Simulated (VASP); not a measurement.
# Ni (Fm-3m) in VASP: notebook

Ni is run at these levels: PBE; tasks: single point.

All numbers are computed with VASP 6.6.1; they aren't measurements. Logs are shortened: lines on timing, memory, paths and dates and some standing lists are left out, and cuts for length are marked.

## 1. The cell of the first run

The structure is cubic, space group Fm-3m (No. 225). Conventional cell: a = 3.732 Å, b = 3.732 Å, c = 3.732 Å, α = 90.00°, β = 90.00°, γ = 90.00°. Within 3.5 Å of Ni (site symmetry m-3m) lie 12 Ni at 2.64 Å.

## 2. Single point, PBE, collinear spin, ferromagnetic start

File INCAR:

```
SYSTEM = Ni
PREC     = Accurate       ! precision mode
ENCUT    = 520            ! plane-wave cutoff, eV
EDIFF    = 1E-7           ! SCF threshold, eV
ISMEAR   = 0              ! smearing method
SIGMA    = 0.1            ! smearing width, eV
LREAL    = .FALSE.        ! projectors in reciprocal space
LASPH    = .TRUE.         ! aspherical terms in the spheres
NELM     = 150            ! most SCF steps
ALGO     = Normal         ! electronic algorithm
ISIF     = 2              ! what is computed and relaxed
LWAVE    = .FALSE.        ! write WAVECAR
LCHARG   = .FALSE.        ! write CHGCAR
ISPIN    = 2              ! spin polarisation
MAGMOM   = 2              ! initial moments
LORBIT   = 11             ! projections on sites
LMAXMIX  = 4              ! l up to which the mixer works
GGA      = PE             ! functional
NBANDS   = 15             ! bands
```

File KPOINTS:

```
regular mesh
0
G
  8 8 8
  0 0 0
```

File POSCAR:

```
Ni
1.0
    0.0000000000      1.8657818750      1.8657818750
    1.8657818750      0.0000000000      1.8657818750
    1.8657818750      1.8657818750      0.0000000000
Ni
1
Direct
    0.0000000000      0.0000000000      0.0000000000
```

Potentials or basis: VASP PAW PBE potentials, release 64 (Ni).

The run is started by

```bash
$ cat potpaw_PBE.64/Ni/POTCAR > POTCAR
$ mpirun -np 1 vasp_std > vasp.out
```

OUTCAR:

```text
SYSTEM = Ni
   PREC = Accurate
   ENCUT = 520
   EDIFF = 1E-7
   ISMEAR = 0
   LREAL = .FALSE.
   LASPH = .TRUE.
   NELM = 150
   ISIF = 2
   ISPIN = 2
   LORBIT = 11
   GGA = PE

 ion  position               nearest neighbor table
   1  0.000  0.000  0.000-

  LATTYP: Found a face centered cubic cell.
 ALAT       =     3.7315637500

  Lattice vectors:

 A1 = (   0.0000000000,   1.8657818750,   1.8657818750)
 A2 = (   1.8657818750,   0.0000000000,   1.8657818750)
 A3 = (   1.8657818750,   1.8657818750,   0.0000000000)

Analysis of symmetry for initial positions (statically):
[... 25 lines left out ...]
The dynamic configuration has the point symmetry O_h .

Analysis of structural, dynamic, and magnetic symmetry:
=====================================================================
 Subroutine PRICEL returns:
[... 7 lines left out ...]
 out of a pool of 48 trial point group operations.

The overall configuration has the point symmetry O_h .

 Subroutine INISYM returns: Found 48 space group operations
[... 5 lines left out ...]
                                     Primitive cell

  volume of cell :      12.9901

  direct lattice vectors                    reciprocal lattice vectors
     0.000000000  1.865781875  1.865781875    -0.267984166  0.267984166  0.267984166
     1.865781875  0.000000000  1.865781875     0.267984166 -0.267984166  0.267984166
     1.865781875  1.865781875  0.000000000     0.267984166  0.267984166 -0.267984166

  length of vectors
     2.638614032  2.638614032  2.638614032     0.464162191  0.464162191  0.464162191

  position of ions in fractional coordinates (direct lattice)
     0.000000000  0.000000000  0.000000000

  ion indices of the primitive-cell ions
   primitive index   ion index
                 1           1

----------------------------------------------------------------------------------------

 KPOINTS: regular mesh

Automatic generation of k-mesh.
 Grid dimensions read from file:
 generate k-points for:    8    8    8

 Generating k-lattice:

  Cartesian coordinates                     Fractional coordinates (reciprocal lattice)
    -0.033498021  0.033498021  0.033498021     0.125000000  0.000000000  0.000000000
     0.033498021 -0.033498021  0.033498021     0.000000000  0.125000000  0.000000000
     0.033498021  0.033498021 -0.033498021     0.000000000  0.000000000  0.125000000

  Length of vectors
     0.058020274  0.058020274  0.058020274

  Shift w.r.t. Gamma in fractional coordinates (k-lattice)
     0.000000000  0.000000000  0.000000000

 Subroutine IBZKPT returns following result:
 ===========================================

 Found     29 irreducible k-points:

 Following reciprocal coordinates:
            Coordinates               Weight
  0.000000  0.000000  0.000000      1.000000
[... 73 lines left out ...]
 spin polarized calculation
 Gauss-broadening in eV      SIGMA  =   0.10
  energy-cutoff  :      520.00
  volume of cell :       12.99
 maximum number of plane-waves:       363
   NGX =  9   NGY =  9   NGZ =  9

 number of electron      10.0000006 magnetization       0.6904404

 Free energy of the ion-electron system (eV)
  ---------------------------------------------------
  ext. energy  EPLUGINS =         0.00000000
  ---------------------------------------------------
  free energy    TOTEN  =        -5.30099990 eV

  energy without entropy =       -5.28853336  energy(sigma->0) =       -5.29476663

 E-fermi :   7.1135     XC(G=0): -12.2432

 val. band max:        7.1106760549   @ k =   0.3750   0.1250   0.0000
 cond. band min:       7.1238177998   @ k =   0.5000   0.3750   0.1250
 fundamental gap:      0.0131417449
 Fermi energy:         7.1135088857

 spin component 1

 k-point     1 :       0.0000    0.0000    0.0000
  band No.  band energies     occupation
      1      -0.7511      1.00000
      2       5.0048      1.00000
      3       5.0048      1.00000
      4       5.0048      1.00000
      5       5.9391      1.00000
      6       5.9391      1.00000
      7      29.2998      0.00000
      8      31.8109      0.00000
      9      31.8109      0.00000
     10      31.8109      0.00000
     11      34.3595      0.00000
     12      34.3595      0.00000
     13      34.3595      0.00000
     14      37.6063      0.00000
[... 403 lines left out ...]
      4       5.5306      1.00000
      5       6.3398      1.00000
      6      10.0564      0.00000
      7      12.0579      0.00000
      8      21.4627      0.00000
      9      21.7822      0.00000
     10      30.2526      0.00000
     11      33.8750      0.00000
     12      40.8683      0.00000
     13      42.4214      0.00000
     14      42.9454      0.00000
     15      44.6147      0.00000

 [... further k-points ...]

 spin component 2

 k-point     1 :       0.0000    0.0000    0.0000
  band No.  band energies     occupation
      1      -0.8015      1.00000
      2       5.8384      1.00000
      3       5.8384      1.00000
      4       5.8384      1.00000
      5       6.5770      1.00000
      6       6.5770      1.00000
      7      29.0968      0.00000
      8      31.8082      0.00000
      9      31.8083      0.00000
     10      31.8083      0.00000
     11      34.4463      0.00000
     12      34.4463      0.00000
     13      34.4463      0.00000
     14      37.4435      0.00000
[... 403 lines left out ...]
      4       6.2025      1.00000
      5       7.1928      0.13103
      6      10.2841      0.00000
      7      12.4025      0.00000
      8      21.5072      0.00000
      9      21.8808      0.00000
     10      30.2374      0.00000
     11      33.8930      0.00000
     12      40.8017      0.00000
     13      42.4624      0.00000
     14      42.9983      0.00000
     15      44.7184      0.00000

 [... further k-points ...]
[... 5 lines left out ...]
  --------------------------------------------------------------------------------------
  -------------------------------------------------------------------------------------
  Total       -1.7907009     -1.7907009     -1.7907009     -0.0000000     -0.0000000      0.0000000
  in kB     -220.8620148   -220.8620148   -220.8620148     -0.0000000     -0.0000000      0.0000000
  external PRESSURE =    -220.8620148 kB  Pullay stress =       0.0000000 kB

 VOLUME and BASIS-vectors are now :
 -----------------------------------------------------------------------------
  energy-cutoff  :      520.00
  volume of cell :       12.99
      direct lattice vectors                 reciprocal lattice vectors
     0.000000000  1.865781875  1.865781875    -0.267984166  0.267984166  0.267984166
     1.865781875  0.000000000  1.865781875     0.267984166 -0.267984166  0.267984166
     1.865781875  1.865781875  0.000000000     0.267984166  0.267984166 -0.267984166

 POSITION                                       TOTAL-FORCE (eV/Angst)
 -----------------------------------------------------------------------------------
      0.00000      0.00000      0.00000         0.000000     -0.000000      0.000000
 -----------------------------------------------------------------------------------
    total drift:                                0.000000      0.000000      0.000000

  FREE ENERGIE OF THE ION-ELECTRON SYSTEM (eV)
  ---------------------------------------------------
  free  energy   TOTEN  =        -5.3009999044 eV

  energy  without entropy=       -5.2885333586  energy(sigma->0) =       -5.29476663

 total charge

# of ion       s       p       d       tot
------------------------------------------
    1        0.431   0.362   8.255   9.048

 magnetization (x)

# of ion       s       p       d       tot
------------------------------------------
    1       -0.005  -0.024   0.749   0.719
```

OSZICAR:

```text
N       E                     dE             d eps       ncg     rms          rms(c)
DAV:   1     0.336879370065E+02    0.33688E+02   -0.44823E+03  1819   0.875E+02
DAV:   2    -0.457943201043E+01   -0.38267E+02   -0.35240E+02  1971   0.156E+02
DAV:   3    -0.614542700875E+01   -0.15660E+01   -0.15566E+01  2133   0.314E+01
DAV:   4    -0.615773979902E+01   -0.12313E-01   -0.12311E-01  2147   0.260E+00
DAV:   5    -0.615795760821E+01   -0.21781E-03   -0.21781E-03  2128   0.319E-01    0.970E+00
DAV:   6    -0.592077638789E+01    0.23718E+00   -0.16070E+01  2468   0.444E+01    0.821E+00
DAV:   7    -0.531010685840E+01    0.61067E+00   -0.38512E+00  2398   0.190E+01    0.152E+00
DAV:   8    -0.530416892755E+01    0.59379E-02   -0.14507E-02  2020   0.774E-01    0.880E-01
DAV:   9    -0.530196865226E+01    0.22003E-02   -0.11248E-03  2581   0.195E-01    0.281E-01
DAV:  10    -0.530099340789E+01    0.97524E-03   -0.19966E-03  2550   0.267E-01    0.557E-02
DAV:  11    -0.530099791619E+01   -0.45083E-05   -0.45457E-05  2062   0.664E-02    0.310E-02
DAV:  12    -0.530099999917E+01   -0.20830E-05   -0.65881E-06  2568   0.163E-02    0.148E-02
DAV:  13    -0.530099990445E+01    0.94718E-07   -0.51227E-07  2327   0.848E-03
   1 F= -.53009999E+01 E0= -.52947666E+01  d E =-.124665E-01  mag=     0.6902
```

stdout:

```text
POSCAR found type information on POSCAR Ni
 POSCAR found :  1 types and       1 ions
 scaLAPACK will be used
 LDA part: xc-table for (Slater+PW92), standard interpolation
 POSCAR, INCAR and KPOINTS ok, starting setup
 FFT: planning ... GRIDC
 FFT: planning ... GRID_SOFT
 FFT: planning ... GRID
 WAVECAR not read
 entering main loop
```

Run time: 7.4 s. Hardware: 1 thread of Intel Xeon Platinum 8559C (Emerald Rapids), shared host; peak memory 0.13 GiB.

What came out:

```
Free energy                                           : -5.3010 eV
Pressure                                              : -22.1 GPa
Net moment                                            : 0.69 μB per cell
Site moments                                          : Ni +0.72 μB
Valence electrons inside the program's atomic spheres : Ni 9.05
```

Levels at points of the mesh, in eV from the Fermi level:
Spin up:
```csv
k point,band 2,band 3,band 4,band 5,band 6,band 7,band 8,band 9
"(0.00, 0.00, 0.00)",-2.11,-2.11,-2.11,-1.17,-1.17,22.19,24.70,24.70
"(0.50, 0.00, 0.00)",-2.06,-2.06,-0.70,-0.70,0.01,4.47,20.77,21.70
"(0.50, 0.50, 0.00)",-3.44,-0.64,-0.62,-0.62,2.35,7.71,13.24,13.24
```
Spin down:
| k point | band 3 | band 4 | band 5 | band 6 | band 7 | band 8 |
| --- | --- | --- | --- | --- | --- | --- |
| (0.00, 0.00, 0.00) | -1.28 | -1.28 | -0.54 | -0.54 | 21.98 | 24.69 |
| (0.50, 0.00, 0.00) | -1.38 | -0.08 | 0.12 | 0.12 | 4.91 | 20.59 |
| (0.50, 0.50, 0.00) | 0.03 | 0.32 | 0.32 | 2.29 | 7.95 | 13.23 |

Caveat: the k points lie up to 0.36 Å⁻¹ apart.

## 3. Single point, PBE, collinear spin, ferromagnetic start

INCAR is that of step 2.

KPOINTS is that of step 2.

File POSCAR:

```
Ni
1.0
    0.0000000000      1.8657818757      1.8657818757
    1.8657818757      0.0000000000      1.8657818757
    1.8657818757      1.8657818757      0.0000000000
Ni
1
Direct
    0.0000000000      0.0000000000      0.0000000000
```

Potentials or basis: VASP PAW PBE potentials, release 64 (Ni).

The run is started by

```bash
$ cat potpaw_PBE.64/Ni/POTCAR > POTCAR
$ mpirun -np 1 vasp_std > vasp.out
```

OUTCAR:

```text
SYSTEM = Ni
   PREC = Accurate
   ENCUT = 520
   EDIFF = 1E-7
   ISMEAR = 0
   LREAL = .FALSE.
   LASPH = .TRUE.
   NELM = 150
   ISIF = 2
   ISPIN = 2
   LORBIT = 11
   GGA = PE

 ion  position               nearest neighbor table
   1  0.000  0.000  0.000-

  LATTYP: Found a face centered cubic cell.
 ALAT       =     3.7315637514

  Lattice vectors:

 A1 = (   0.0000000000,   1.8657818757,   1.8657818757)
 A2 = (   1.8657818757,   0.0000000000,   1.8657818757)
 A3 = (   1.8657818757,   1.8657818757,   0.0000000000)

Analysis of symmetry for initial positions (statically):
[... 25 lines left out ...]
The dynamic configuration has the point symmetry O_h .

Analysis of structural, dynamic, and magnetic symmetry:
=====================================================================
 Subroutine PRICEL returns:
[... 7 lines left out ...]
 out of a pool of 48 trial point group operations.

The overall configuration has the point symmetry O_h .

 Subroutine INISYM returns: Found 48 space group operations
[... 5 lines left out ...]
                                     Primitive cell

  volume of cell :      12.9901

  direct lattice vectors                    reciprocal lattice vectors
     0.000000000  1.865781876  1.865781876    -0.267984166  0.267984166  0.267984166
     1.865781876  0.000000000  1.865781876     0.267984166 -0.267984166  0.267984166
     1.865781876  1.865781876  0.000000000     0.267984166  0.267984166 -0.267984166

  length of vectors
     2.638614033  2.638614033  2.638614033     0.464162191  0.464162191  0.464162191

  position of ions in fractional coordinates (direct lattice)
     0.000000000  0.000000000  0.000000000

  ion indices of the primitive-cell ions
   primitive index   ion index
                 1           1

----------------------------------------------------------------------------------------

 KPOINTS: regular mesh

Automatic generation of k-mesh.
 Grid dimensions read from file:
 generate k-points for:    8    8    8

 Generating k-lattice:

  Cartesian coordinates                     Fractional coordinates (reciprocal lattice)
    -0.033498021  0.033498021  0.033498021     0.125000000  0.000000000  0.000000000
     0.033498021 -0.033498021  0.033498021     0.000000000  0.125000000  0.000000000
[... 117 lines left out ...]
      1      -0.7511      1.00000
      2       5.0048      1.00000
      3       5.0048      1.00000
      4       5.0048      1.00000
      5       5.9391      1.00000
      6       5.9391      1.00000
      7      29.2998      0.00000
      8      31.8109      0.00000
      9      31.8109      0.00000
     10      31.8109      0.00000
     11      34.3595      0.00000
     12      34.3595      0.00000
     13      34.3595      0.00000
     14      37.6063      0.00000
[... 403 lines left out ...]
      4       5.5306      1.00000
      5       6.3398      1.00000
      6      10.0564      0.00000
      7      12.0579      0.00000
      8      21.4627      0.00000
      9      21.7822      0.00000
     10      30.2526      0.00000
     11      33.8750      0.00000
     12      40.8683      0.00000
     13      42.4214      0.00000
     14      42.9454      0.00000
     15      44.6147      0.00000

 [... further k-points ...]

 spin component 2

 k-point     1 :       0.0000    0.0000    0.0000
  band No.  band energies     occupation
      1      -0.8015      1.00000
      2       5.8384      1.00000
      3       5.8384      1.00000
      4       5.8384      1.00000
      5       6.5770      1.00000
      6       6.5770      1.00000
      7      29.0968      0.00000
      8      31.8082      0.00000
      9      31.8083      0.00000
     10      31.8083      0.00000
     11      34.4463      0.00000
     12      34.4463      0.00000
     13      34.4463      0.00000
     14      37.4435      0.00000
[... 403 lines left out ...]
      4       6.2025      1.00000
      5       7.1928      0.13103
      6      10.2841      0.00000
      7      12.4025      0.00000
      8      21.5072      0.00000
      9      21.8808      0.00000
     10      30.2374      0.00000
     11      33.8930      0.00000
     12      40.8017      0.00000
     13      42.4624      0.00000
     14      42.9983      0.00000
     15      44.7184      0.00000

 [... further k-points ...]
[... 5 lines left out ...]
  --------------------------------------------------------------------------------------
  -------------------------------------------------------------------------------------
  Total       -1.7907009     -1.7907009     -1.7907009     -0.0000000     -0.0000000      0.0000000
  in kB     -220.8620167   -220.8620167   -220.8620167     -0.0000000     -0.0000000      0.0000000
  external PRESSURE =    -220.8620167 kB  Pullay stress =       0.0000000 kB

 VOLUME and BASIS-vectors are now :
 -----------------------------------------------------------------------------
  energy-cutoff  :      520.00
  volume of cell :       12.99
      direct lattice vectors                 reciprocal lattice vectors
     0.000000000  1.865781876  1.865781876    -0.267984166  0.267984166  0.267984166
     1.865781876  0.000000000  1.865781876     0.267984166 -0.267984166  0.267984166
     1.865781876  1.865781876  0.000000000     0.267984166  0.267984166 -0.267984166

 POSITION                                       TOTAL-FORCE (eV/Angst)
 -----------------------------------------------------------------------------------
      0.00000      0.00000      0.00000        -0.000000      0.000000      0.000000
 -----------------------------------------------------------------------------------
    total drift:                                0.000000     -0.000000      0.000000

  FREE ENERGIE OF THE ION-ELECTRON SYSTEM (eV)
  ---------------------------------------------------
  free  energy   TOTEN  =        -5.3009999025 eV

  energy  without entropy=       -5.2885333566  energy(sigma->0) =       -5.29476663

 total charge

# of ion       s       p       d       tot
------------------------------------------
    1        0.431   0.362   8.255   9.048

 magnetization (x)

# of ion       s       p       d       tot
------------------------------------------
    1       -0.005  -0.024   0.749   0.719
```

stdout:

```text
POSCAR found type information on POSCAR Ni
 POSCAR found :  1 types and       1 ions
 scaLAPACK will be used
 LDA part: xc-table for (Slater+PW92), standard interpolation
 POSCAR, INCAR and KPOINTS ok, starting setup
 FFT: planning ... GRIDC
 FFT: planning ... GRID_SOFT
 FFT: planning ... GRID
 WAVECAR not read
 entering main loop
```

Wall time 6.5 s (1 thread of Intel Xeon 6975P-C (Granite Rapids), shared host); peak memory 0.13 GiB.

Results:

* Free energy: -5.3010 eV
* Pressure: -22.1 GPa
* Net moment: 0.69 μB per cell
* Site moments: Ni +0.72 μB
* Valence electrons inside the program's atomic spheres: Ni 9.05

Levels at points of the mesh, in eV from the Fermi level:
Spin up:
| k point | band 1 | band 2 | band 3 | band 4 | band 5 | band 6 | band 7 | band 8 | band 9 | band 10 |
| --- | --- | --- | --- | --- | --- | --- | --- | --- | --- | --- |
| (0.00, 0.00, 0.00) | -7.86 | -2.11 | -2.11 | -2.11 | -1.17 | -1.17 | 22.19 | 24.70 | 24.70 | 24.70 |
| (0.50, 0.00, 0.00) | -4.02 | -2.06 | -2.06 | -0.70 | -0.70 | 0.01 | 4.47 | 20.77 | 21.70 | 21.70 |
| (0.50, 0.50, 0.00) | -3.75 | -3.44 | -0.64 | -0.62 | -0.62 | 2.35 | 7.71 | 13.24 | 13.24 | 17.62 |
Spin down:
```
           k point  band 3  band 4  band 5  band 6  band 7  band 8
(0.00, 0.00, 0.00)   -1.28   -1.28   -0.54   -0.54   21.98   24.69
(0.50, 0.00, 0.00)   -1.38   -0.08    0.12    0.12    4.91   20.59
(0.50, 0.50, 0.00)    0.03    0.32    0.32    2.29    7.95   13.23
```

Caveat: the k points lie up to 0.36 Å⁻¹ apart.
